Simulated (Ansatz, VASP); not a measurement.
## Si in VASP and in Ansatz

File INCAR:

```
  ALGO = Normal
  EDIFF = 1E-6
  ENCUT = 520
  ISIF = 2
  ISMEAR = 0
  LASPH = True
  LCHARG = False
  LREAL = False
  LWAVE = False
  NBANDS = 16
  NELM = 60
  PREC = Accurate
  SIGMA = 0.03
```

KPOINTS

```
k-points
0
Gamma
  12 12 6
```

POSCAR

```
Si
1.0
    3.8313174605      0.0000000000      0.0000000000
   -1.9156587303      3.3180182508      0.0000000000
    0.0000000000      0.0000000000      6.8392317602
Si
4
Direct
    0.3333333333      0.6666666667      0.0630095000
    0.6666666667      0.3333333333      0.5630095000
    0.3333333333      0.6666666667      0.4369905000
    0.6666666667      0.3333333333      0.9369905000
```

Input for Ansatz:

```yaml
crystal:
  lattice:
    - [3.8313174605, 0.0, 0.0]
    - [-1.9156587303, 3.3180182508, 0.0]
    - [0.0, 0.0, 6.8392317602]
  atoms:
    - { symbol: Si, position: [0.3333333333, 0.6666666667, 0.0630095] }
    - { symbol: Si, position: [0.6666666667, 0.3333333333, 0.5630095] }
    - { symbol: Si, position: [0.3333333333, 0.6666666667, 0.4369905] }
    - { symbol: Si, position: [0.6666666667, 0.3333333333, 0.9369905] }
basis:
  ecutwfc: 420
kpoints:
  mp_grid: { grid: [12, 12, 6] }
hamiltonian:
  xc: lda
scf:
  occupations: { method: gaussian, width: 0.03 }
output:
  forces: true
  stress: true
  eigenvalues: true
```

Change from the starting cell: strain +0.000 along x and y, +0.080 along z, atoms carried along.

Alike in both runs: task single point; functional LDA; k mesh 12 × 12 × 6; occupations gaussian, width 0.03 eV; no spin polarisation.

```csv
,VASP,Ansatz
version,VASP 6.6.1,Ansatz 0.2.0
potentials or method,"VASP PAW LDA potentials, release 64 (Si), cutoff 520 eV","scalar-relativistic, plane waves, PAW"
valence electrons in the cell,16,16
```

|  | VASP | Ansatz | Ansatz less VASP |
| --- | --- | --- | --- |
| gap on the k mesh at the Fermi level (eV) | 0.42 | 0.43 | +0.001 |
| least direct gap on the mesh (eV) | 0.80 | 0.79 | -0.003 |
| pressure (GPa) | -7.1 | -7.1 | -0.03 |
| traceless stress, the component that is largest in VASP (GPa) | -7.93 | -7.88 | +0.050 |
| rms of the force components (eV/Å) | 0.178 | 0.178 | -0.0005 |

LDA's correlation is that of Perdew and Zunger in VASP and of Perdew and Wang (1992) in Ansatz. Atom by atom the forces differ by 0.001 eV/Å (rms over components).
